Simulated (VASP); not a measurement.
Here is a VASP 6.6.1 calculation.

Contents of INCAR:

```
SYSTEM = Nb3C2
PREC = Accurate ; ENCUT = 520
EDIFF = 1E-6 ; ISMEAR = 0
SIGMA = 0.1 ; LREAL = .FALSE.
LASPH = .TRUE. ; NELM = 80
ALGO = Normal ; ISIF = 2
LWAVE = .FALSE. ; LCHARG = .FALSE.
GGA = PE ; NBANDS = 32
```

KPOINTS

```
regular mesh
0
G
  12 12 10
  0 0 0
```

The input POSCAR:

```
Nb3C2
1.0
    5.0192546575      0.0000000000      0.0000000000
   -2.5096273287      4.3468020415      0.0000000000
    0.0000000000      0.0000000000      4.0963735646
Nb C
3 2
Direct
    0.5000000000      0.0000000000      0.0000000000
    0.0000000000      0.5000000000      0.0000000000
    0.5000000000      0.5000000000      0.0000000000
    0.0000000000      0.0000000000      0.8373874577
    0.0000000000      0.0000000000      0.1626125423
```

Potentials or basis: VASP PAW PBE potentials, release 64 (Nb_sv, C).

Run with:

```sh
$ cat potpaw_PBE.64/Nb_sv/POTCAR potpaw_PBE.64/C/POTCAR > POTCAR
$ mpirun -np 1 vasp_std > vasp.out
```

What does it give for the pressure?

0.0 GPa.

Predict the largest force.

0.096 eV/Å.

Stress tensor (GPa, compression positive):
```
-0.08  0.00  0.00
 0.00 -0.08  0.00
 0.00  0.00  0.12
```
